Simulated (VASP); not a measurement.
Gd, 1 atom in the cell. The structure is cubic, space group Im-3m (No. 229). Conventional cell: a = 4.050 Å, b = 4.050 Å, c = 4.050 Å, α = 90.00°, β = 90.00°, γ = 90.00°. Within 4.6 Å of Gd (site symmetry m-3m) lie 14 Gd at 3.51 to 4.05 Å. This isn't the form of Gd at room conditions, which is hcp.

| Quantity | Value |
| --- | --- |
| Program | VASP 6.6.1 |
| Task | single point |
| Functional | PBE |
| Potentials or basis | VASP PAW PBE potentials, release 64 (Gd) |
| Cutoff | 520 eV |
| k mesh | 9 × 9 × 9 |
| Occupations | fermi-dirac, width 0.1 eV |
| Spin | non-collinear spin, typed start, spin-orbit coupling |
| Starting moments | [[4.215, 4.215, 4.215]] μB |
| Dipole correction | no |
| Further INCAR settings | ALGO = Normal; EDIFF = 1e-06; NBANDS = 29 |

Potentials or basis: VASP PAW PBE potentials, release 64 (Gd).

Launch:

```bash
$ cat potpaw_PBE.64/Gd/POTCAR > POTCAR
$ mpirun -np 1 vasp_ncl > vasp.out
```

Hardware: 1 thread of Intel(R) Xeon(R) Platinum 8559C (Emerald Rapids), on a shared host.

Task: How long does it take, and how much memory?

Result: It took 4.6 min on 1 thread of Intel(R) Xeon(R) Platinum 8559C (Emerald Rapids), on a shared host, peak memory 0.37 GiB. Counts: scf iterations 18, k points 125.
